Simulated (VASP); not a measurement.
Rh: single point with PBE

Crystal: Rh.

```xyz
1
Lattice="0.0000 2.0444 1.5012 2.0444 0.0000 1.5012 2.0444 2.0444 0.0000" Properties=species:S:1:pos:R:3 pbc="T T T"
Rh    0.0000    0.0000    0.0000
```

This cell differs from its parent crystal: volume 12.548 Å^3 an atom, c/a of the conventional cell 0.7343.

* Program: VASP 6.6.1
* Task: single point
* Functional: PBE
* Potentials or basis: VASP PAW PBE potentials, release 64 (Rh_pv)
* Cutoff: 520 eV
* k mesh: 22 × 22 × 22
* Occupations: gaussian, width 0.15 eV
* Spin: no spin polarisation
* Dipole correction: no
* Further INCAR settings: ALGO = Fast; EDIFF = 1e-06; NBANDS = 14

| Item | Value |
| --- | --- |
| Pressure | 47.5 GPa |

Stress tensor (GPa, compression positive):
```
42.27  0.00  0.00
 0.00 42.27  0.00
 0.00  0.00 58.04
```

Levels at points of the mesh, in eV from the Fermi level:
| k point | band 5 | band 6 | band 7 | band 8 | band 9 | band 10 |
| --- | --- | --- | --- | --- | --- | --- |
| (0.00, 0.00, 0.00) | -3.51 | -3.51 | -3.17 | -0.85 | -0.31 | 18.06 |
| (0.50, 0.00, 0.00) | -5.05 | -0.84 | -0.10 | 1.23 | 1.89 | 10.52 |
| (0.50, 0.50, 0.00) | -6.89 | 1.21 | 1.37 | 1.37 | 9.27 | 10.49 |
| (0.50, 0.00, 0.50) | -5.46 | -0.27 | 0.00 | 1.53 | 2.00 | 10.96 |

It took 54 s on 1 thread of Intel(R) Xeon(R) 6975P-C (Granite Rapids), with other jobs on the host, peak memory 0.24 GiB.
